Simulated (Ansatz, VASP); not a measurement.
## Ba2W in VASP and in Ansatz

```
Ba W
1.0
     3.52221    0.00000    0.00000
    -1.76110    3.05032    0.00000
     0.00000    0.00000    9.29823
Ba W
2 1
Direct
  0.33333 0.66667 0.27157
  0.66667 0.33333 0.72843
  0.00000 0.00000 0.00000
```

Alike in both runs: task relaxation of cell and atoms; functional PBE; k mesh 15 × 15 × 6; occupations gaussian, width 0.1 eV; no spin polarisation.

|  | VASP | Ansatz |
| --- | --- | --- |
| version | VASP 6.6.1 | Ansatz 0.2.0 |
| potentials or method | VASP PAW PBE potentials, release 64 (Ba_sv, W_sv), cutoff 600 eV | scalar-relativistic, plane waves, PAW |
| valence electrons in the cell | 34 | 34 |

```csv
,VASP,Ansatz,Ansatz less VASP
"gap on the k mesh at the Fermi level, each at its own relaxed structure (eV)",none,none,-
relaxed volume (Å³/atom),34.20,33.14,-1.056
relaxed cell length with the largest relative difference (Å),3.567,3.520,-0.0468
```

A gap of «none» marks a metal or a gap that the smearing closes.

Neither program's run includes spin-orbit coupling.
